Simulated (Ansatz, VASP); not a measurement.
## GaSb in VASP and in Ansatz

```
Ga Sb
1.0
     0.00000    3.00965    3.16014
     3.00965    0.00000    3.16014
     3.00965    3.00965    0.00000
Ga Sb
1 1
Direct
  0.00000 0.00000 0.00000
  0.75000 0.75000 0.75000
```

Alike in both runs: task single point; functional PBEsol; k mesh 16 × 16 × 16; occupations gaussian, width 0.15 eV; no spin polarisation.

|  | VASP | Ansatz |
| --- | --- | --- |
| version | VASP 6.6.1 | Ansatz 0.2.0 |
| potentials or method | VASP PAW PBE potentials, release 64 (Ga_d, Sb), cutoff 520 eV | scalar-relativistic, plane waves, PAW |
| valence electrons in the cell | 18 | 28 |

|  | VASP | Ansatz | Ansatz less VASP |
| --- | --- | --- | --- |
| gap on the k mesh at the Fermi level (eV) | none | none | - |
| pressure (GPa) | -0.1 | -0.2 | -0.10 |
| traceless stress, the component that is largest in VASP (GPa) | -1.56 | -1.56 | -0.001 |

VASP's potentials were made for PBE, not for PBEsol. A gap of «none» marks a metal or a gap that the smearing closes. VASP's potentials hold 18 valence electrons a cell and Ansatz's 28, so a difference there can come from the potentials and not from the codes.

Spin-orbit coupling is off throughout.
